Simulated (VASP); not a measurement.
# ZrS2 (P-3m1) in VASP: a series of runs

ZrS2 is run at these levels: PBE, LDA; tasks: single point.

Everything below comes from runs of VASP 6.6.1. Logs are shortened: lines on timing, memory, paths and dates and some standing lists are left out, and cuts for length are marked.

### Step 1. The cell of the first run

Symmetry: P-3m1, No. 164, trigonal system. Conventional cell: a = 3.674 Å, b = 3.674 Å, c = 5.857 Å, α = 90.00°, β = 90.00°, γ = 120.00°. Within 3.4 Å of Zr (site symmetry -3m) lie 6 S at 2.57 Å. S (site symmetry 3m) has 3 Zr at 2.57 Å within 3.4 Å.

### Step 2. Single point, PBE

INCAR reads:

```
SYSTEM = ZrS2
PREC = Accurate ; ENCUT = 500
EDIFF = 1E-6 ; ISMEAR = 0
SIGMA = 0.01 ; LREAL = .False.
LASPH = .True. ; NELM = 120
ALGO = Normal ; ISIF = 2
LWAVE = .False. ; LCHARG = .True.
GGA = PE ; LELF = .True.
LVHAR = .True. ; NBANDS = 19
GGA_COMPAT = .False.
```

KPOINTS reads:

```
Automatic mesh
0
Gamma
  6 6 4
  0 0 0
```

POSCAR reads:

```
ZrS2
1.0
    3.6743990828      0.0000000000      0.0000000000
   -1.8371995414      3.1821229494      0.0000000000
    0.0000000000      0.0000000000      5.8568562426
Zr S
1 2
Direct
    0.0000000000      0.0000000000      0.0000000000
    0.3333333333      0.6666666667      0.2462324613
    0.6666666667      0.3333333333      0.7537675387
```

Potentials or basis: VASP PAW PBE potentials, release 64 (Zr_sv, S).

Run with:

```sh
cat potpaw_PBE.64/Zr_sv/POTCAR potpaw_PBE.64/S/POTCAR > POTCAR
mpirun -np 1 vasp_std > vasp.out
```

OUTCAR:

```text
SYSTEM = ZrS2
   PREC = Accurate
   ENCUT = 500
   EDIFF = 1E-6
   ISMEAR = 0
   LREAL = .False.
   LASPH = .True.
   NELM = 120
   ISIF = 2
   GGA = PE

 ion  position               nearest neighbor table
   1  0.000  0.000  0.000-   3 2.57   2 2.57   3 2.57   2 2.57   3 2.57   2 2.57
   2  0.333  0.667  0.246-   1 2.57   1 2.57   1 2.57
   3  0.667  0.333  0.754-   1 2.57   1 2.57   1 2.57

  LATTYP: Found a hexagonal cell.
 ALAT       =     3.6743990828
 C/A-ratio  =     1.5939630156

  Lattice vectors:

 A1 = (   3.6743990828,   0.0000000000,   0.0000000000)
 A2 = (  -1.8371995414,   3.1821229494,   0.0000000000)
 A3 = (   0.0000000000,   0.0000000000,   5.8568562426)

Analysis of symmetry for initial positions (statically):
=====================================================================
 Subroutine PRICEL returns:
 Original cell was already a primitive cell.

 Routine SETGRP: Setting up the symmetry group for a
 hexagonal supercell.

 Subroutine GETGRP returns: Found 12 space group operations
 (whereof 12 operations were pure point group operations)
 out of a pool of 24 trial point group operations.

The static configuration has the point symmetry D_3d.

Analysis of symmetry for dynamics (positions and initial velocities):
=====================================================================
 Subroutine PRICEL returns:
 Original cell was already a primitive cell.

 Routine SETGRP: Setting up the symmetry group for a
 hexagonal supercell.

 Subroutine GETGRP returns: Found 12 space group operations
 (whereof 12 operations were pure point group operations)
 out of a pool of 24 trial point group operations.

The dynamic configuration has the point symmetry D_3d.

 Subroutine INISYM returns: Found 12 space group operations
 (whereof 12 operations are pure point group operations),
 and found     1 'primitive' translations

----------------------------------------------------------------------------------------

                                     Primitive cell

  volume of cell :      68.4806

  direct lattice vectors                    reciprocal lattice vectors
     3.674399083  0.000000000  0.000000000     0.272153345  0.157127807  0.000000000
    -1.837199541  3.182122949  0.000000000     0.000000000  0.314255614  0.000000000
     0.000000000  0.000000000  5.856856243     0.000000000  0.000000000  0.170740062

  length of vectors
     3.674399083  3.674399083  5.856856243     0.314255614  0.314255614  0.170740062

[... 80 lines left out ...]
   NELM   =    120;   NELMIN=  2; NELMDL= -5     # of ELM steps
   EDIFF  = 0.1E-05   stopping-criterion for ELM
   LREAL  =      F    real-space projection
   EDIFFG = 0.1E-04   stopping-criterion for IOM
   NSW    =      0    number of steps for IOM
   IBRION =     -1    ionic relax: 0-MD 1-quasi-New 2-CG
   NFREE  =      0    steps in history (QN), initial steepest desc. (CG)
   ISIF   =      2    stress and relaxation
   ISYM   =      2    0-nonsym 1-usesym 2-fastsym
   POTIM  = 0.5000    time-step for ionic-motion
   TEBEG  =    0.0;   TEEND  =   0.0 temperature during run
   PSTRESS=    0.0 pullay stress
   NELECT =      24.0000    total number of electrons
   NUPDOWN=      -1.0000    fix difference up-down
   EMIN   =  10.00;   EMAX   =-10.00  energy-range for DOS
   EFERMI =   0.00;   METHOD = LEGACY
   ISMEAR =     0;   SIGMA  =   0.01  broadening in eV -4-tet -1-fermi 0-gaus
   EFERMI_NEDOS =   21; number of points for ismear=-14 and -15
   IALGO  =     38    algorithm
   IMIX   =      4    mixing-type and parameters
     AMIX     =   0.40;   BMIX     =  1.00
     AMIX_MAG =   1.60;   BMIX_MAG =  1.00
  volume/ion in A,a.u.               =      22.83       154.04
  Fermi-wavevector in a.u.,A,eV,Ry     =   1.154222  2.181163 18.126064  1.332228
  Thomas-Fermi vector in A             =   2.290860
   LORBIT       =      0    0 simple, 1 ext, 2 COOP (PROOUT), +10 PAW based schemes
   GGA     = PE    functional components
   LHFCALC =     F    Hartree Fock is set to
   AEXX    =    0.0000 exact exchange contribution
   IVDW    =     0    specifies the selected vdW correction
   LEPSILON=     F    determine dielectric tensor
   LRPA    =     F    only Hartree local field effects (RPA)
 non-spin polarized calculation
 Gauss-broadening in eV      SIGMA  =   0.01
  energy-cutoff  :      500.00
  volume of cell :       68.48
 maximum number of plane-waves:      1785
 NGX is ok and might be reduce to    28
   NGX = 13   NGY = 13   NGZ = 21

 number of electron      24.0000000 magnetization

 Free energy of the ion-electron system (eV)
  ---------------------------------------------------
  ext. energy  EPLUGINS =         0.00000000
  ---------------------------------------------------
  free energy    TOTEN  =       -21.39752977 eV

  energy without entropy =      -21.39752977  energy(sigma->0) =      -21.39752977

 E-fermi :   4.8112     XC(G=0):  -9.5612

 val. band max:        4.6501947706   @ k =   0.0000   0.0000   0.0000
 cond. band min:       5.5340394008   @ k =   0.5000  -0.0000   0.5000
 fundamental gap:      0.8838446302
 Fermi energy:         4.8111926742

 k-point     1 :       0.0000    0.0000    0.0000
  band No.  band energies     occupation
      1     -44.4095      2.00000
      2     -22.4750      2.00000
      3     -22.3186      2.00000
      4     -22.3186      2.00000
      5      -8.1021      2.00000
      6      -6.6028      2.00000
[... 505 lines left out ...]
      6      -6.8083      2.00000
[... 11 lines left out ...]
     18      12.8285      0.00000
     19      13.2523      0.00000

------------------------ aborting loop because EDIFF is reached ----------------------------------------

  FORCE on cell =-STRESS in cart. coord.  units (eV):
  Direction    XX          YY          ZZ          XY          YZ          ZX
  --------------------------------------------------------------------------------------
  -------------------------------------------------------------------------------------
  Total        0.4463325      0.4463325      0.8349890     -0.0000000      0.0000000     -0.0000000
  in kB       10.4424216     10.4424216     19.5354526     -0.0000000      0.0000000     -0.0000000
  external PRESSURE =      13.4734320 kB  Pullay stress =       0.0000000 kB

 VOLUME and BASIS-vectors are now :
 -----------------------------------------------------------------------------
  energy-cutoff  :      500.00
  volume of cell :       68.48
      direct lattice vectors                 reciprocal lattice vectors
     3.674399083  0.000000000  0.000000000     0.272153345  0.157127807  0.000000000
    -1.837199541  3.182122949  0.000000000     0.000000000  0.314255614  0.000000000
     0.000000000  0.000000000  5.856856243     0.000000000  0.000000000  0.170740062

 POSITION                                       TOTAL-FORCE (eV/Angst)
 -----------------------------------------------------------------------------------
      0.00000      0.00000      0.00000         0.000000      0.000000      0.000000
     -0.00000      2.12142      1.44215        -0.000000      0.000000      0.037742
      1.83720      1.06071      4.41471        -0.000000      0.000000     -0.037742
 -----------------------------------------------------------------------------------
    total drift:                               -0.000000     -0.000000     -0.000000

  FREE ENERGIE OF THE ION-ELECTRON SYSTEM (eV)
  ---------------------------------------------------
  free  energy   TOTEN  =       -21.3975297712 eV

  energy  without entropy=      -21.3975297712  energy(sigma->0) =      -21.39752977
```

stdout:

```text
POSCAR found type information on POSCAR ZrS
 POSCAR found :  2 types and       3 ions
 scaLAPACK will be used
 LDA part: xc-table for (Slater+PW92), standard interpolation
 POSCAR, INCAR and KPOINTS ok, starting setup
 FFT: planning ... GRIDC
 FFT: planning ... GRID_SOFT
 FFT: planning ... GRID
 WAVECAR not read
 entering main loop
```

Run time: 39 s. Hardware: 1 thread of Intel Xeon 8259CL, shared host; peak memory 0.19 GiB.

What came out:

* Free energy: -21.3975 eV
* Pressure: 1.3 GPa
* Largest force: 0.038 eV/Å
* Band gap on the k mesh: 0.88 eV (least direct gap 1.50 eV)

Forces in eV/Å, atoms in the order of the input:
```
Zr   0.000  0.000  0.000
S    0.000  0.000  0.038
S    0.000  0.000 -0.038
```

Stress tensor (GPa, compression positive):
```
1.04 0.00 0.00
0.00 1.04 0.00
0.00 0.00 1.95
```

Caveat: this functional lacks dispersion, which binds the layers, so the pressure and a relaxed spacing across them are unreliable.

### Step 3. Single point, PBE

INCAR reads:

```
PREC = Accurate ; ENCUT = 500
EDIFF = 1E-6 ; ISMEAR = 0
SIGMA = 0.01 ; LREAL = F
LASPH = T ; NELM = 120
ALGO = Normal ; ISIF = 2
LWAVE = F ; LCHARG = F
GGA = PE ; NBANDS = 19
GGA_COMPAT = F
```

KPOINTS reads:

```
regular mesh
0
Gamma
  6 6 4
```

POSCAR is that of step 2.

Potentials or basis: VASP PAW PBE potentials, release 64 (Zr_sv, S).

Run with:

```sh
cat potpaw_PBE.64/Zr_sv/POTCAR potpaw_PBE.64/S/POTCAR > POTCAR
mpirun -np 1 vasp_std > vasp.out
```

Wall time 44 s (1 thread of Intel Xeon 8259CL, shared host); peak memory 0.19 GiB.

Results (log left out):

| Property | Result |
| --- | --- |
| Free energy | -21.3975 eV |
| Pressure | 1.3 GPa |
| Largest force | 0.038 eV/Å |
| Band gap on the k mesh | 0.88 eV (least direct gap 1.50 eV) |

Forces in eV/Å, atoms in the order of the input:
```
Zr   0.000  0.000  0.000
S    0.000  0.000  0.038
S    0.000  0.000 -0.038
```

Stress tensor (GPa, compression positive):
```
1.04 0.00 0.00
0.00 1.04 0.00
0.00 0.00 1.95
```

Levels at points of the mesh, in eV from the valence-band top:
```csv
k point,band 10,band 11,band 12,band 13,band 14,band 15
"(0.00, 0.00, 0.00)",-0.17,-0.17,0.00,1.50,1.50,2.31
"(0.50, 0.00, 0.00)",-2.52,-1.89,-1.31,1.06,3.19,3.47
"(0.00, 0.00, 0.50)",-1.82,-0.31,-0.31,1.46,1.46,2.64
"(0.50, 0.00, 0.50)",-2.32,-1.03,-0.81,0.88,3.18,3.47
```

Caveat: this functional lacks dispersion, which binds the layers, so the pressure and a relaxed spacing across them are unreliable.

### Step 4. Single point, PBE

INCAR reads:

```
PREC = Accurate
ENCUT = 500
EDIFF = 1E-6
ISMEAR = 0
SIGMA = 0.001
LREAL = False
LASPH = True
NELM = 120
ALGO = Normal
ISIF = 2
LWAVE = False
LCHARG = False
GGA = PE
NBANDS = 19
GGA_COMPAT = False
```

KPOINTS reads:

```
Automatic mesh
0
Gamma
  6 6 4
```

POSCAR is that of step 3.

Run with:

```sh
cat potpaw_PBE.64/Zr_sv/POTCAR potpaw_PBE.64/S/POTCAR > POTCAR
mpirun -np 1 vasp_std > vasp.out
```

It took 44 s on 1 thread of Intel Xeon 8259CL, shared host; peak memory 0.19 GiB.

The run converged. Its results:

```yaml
Free_energy: -21.3975 eV
Pressure: 1.3 GPa
Largest_force: 0.038 eV/Å
Band_gap_on_the_k_mesh: 0.88 eV (least direct gap 1.50 eV)
```

Forces on the atoms (eV/Å):
```
Zr   0.000  0.000  0.000
S    0.000  0.000  0.038
S    0.000  0.000 -0.038
```

Stress tensor (GPa, compression positive):
```
1.04 0.00 0.00
0.00 1.04 0.00
0.00 0.00 1.95
```

Levels at points of the mesh, in eV from the valence-band top:
```csv
k point,band 8,band 9,band 10,band 11,band 12,band 13,band 14,band 15,band 16,band 17
"(0.00, 0.00, 0.00)",-2.88,-2.88,-0.17,-0.17,0.00,1.50,1.50,2.31,4.85,4.85
"(0.50, 0.00, 0.00)",-2.62,-2.54,-2.52,-1.89,-1.31,1.06,3.19,3.47,5.67,5.86
"(0.00, 0.00, 0.50)",-2.83,-2.83,-1.82,-0.31,-0.31,1.46,1.46,2.64,5.25,5.25
"(0.50, 0.00, 0.50)",-3.28,-2.70,-2.32,-1.03,-0.81,0.88,3.18,3.47,5.15,5.72
```

Caveat: this functional lacks dispersion, which binds the layers, so the pressure and a relaxed spacing across them are unreliable. A k mesh can miss the band edges.

### Step 5. Single point, LDA

Changes to INCAR since step 4:

```diff
@@ -4,3 +4,3 @@
 ISMEAR = 0
-SIGMA = 0.001
+SIGMA = 0.01
 LREAL = False
@@ -12,3 +12,3 @@
 LCHARG = False
-GGA = PE
+GGA = CA
 NBANDS = 19
```

KPOINTS is that of step 4.

POSCAR is that of step 4.

Potentials or basis: VASP PAW LDA potentials, release 64 (Zr_sv, S).

Run with:

```sh
cat potpaw_LDA.64/Zr_sv/POTCAR potpaw_LDA.64/S/POTCAR > POTCAR
mpirun -np 1 vasp_std > vasp.out
```

Run time: 36 s. Hardware: 1 thread of Intel Xeon 8259CL, shared host; peak memory 0.17 GiB.

It converged, with:

- Free energy: -23.3393 eV
- Pressure: -3.9 GPa
- Largest force: 0.264 eV/Å
- Band gap on the k mesh: 0.76 eV (least direct gap 1.39 eV)

Forces on the atoms (eV/Å):
```
Zr   0.000  0.000  0.000
S    0.000  0.000 -0.264
S    0.000  0.000  0.264
```

Stress tensor (GPa, compression positive):
```
-4.38  0.00  0.00
 0.00 -4.38  0.00
 0.00  0.00 -2.99
```

Levels at points of the mesh, in eV from the valence-band top:
```tsv
k point	band 9	band 10	band 11	band 12	band 13	band 14	band 15	band 16
(0.00, 0.00, 0.00)	-2.90	-0.16	-0.16	0.00	1.39	1.39	2.18	4.81
(0.50, 0.00, 0.00)	-2.57	-2.55	-1.93	-1.32	0.95	3.09	3.37	5.65
(0.00, 0.00, 0.50)	-2.85	-1.91	-0.31	-0.31	1.35	1.35	2.53	5.23
(0.50, 0.00, 0.50)	-2.72	-2.35	-1.02	-0.80	0.76	3.08	3.36	5.11
```

Caveat: the cell stands under tension. A k mesh can miss the band edges.

### Step 6. Overview

| level | potentials or basis | smearing | gap on the mesh (eV) | pressure (GPa) | largest force (eV/Å) |
| --- | --- | --- | --- | --- | --- |
| PBE | VASP PAW PBE potentials, release 64 (Zr_sv, S) | gaussian 0.01 eV | 0.88 | 1.3 | 0.04 |
| PBE | VASP PAW PBE potentials, release 64 (Zr_sv, S) | gaussian 0.001 eV | 0.88 | 1.3 | 0.04 |
| LDA | VASP PAW LDA potentials, release 64 (Zr_sv, S) | gaussian 0.01 eV | 0.76 | -3.9 | 0.26 |

Alike in all rows: task single point; no spin polarisation; cell as given; k mesh 6 × 6 × 4; cutoff (eV) 500.

Caveats: this functional lacks dispersion, which binds the layers, so the pressure and a relaxed spacing across them are unreliable (at least some runs); the cell stands under tension (at least some runs).

Total energies depend on the potentials used, so only differences within one code and one set of settings carry meaning.
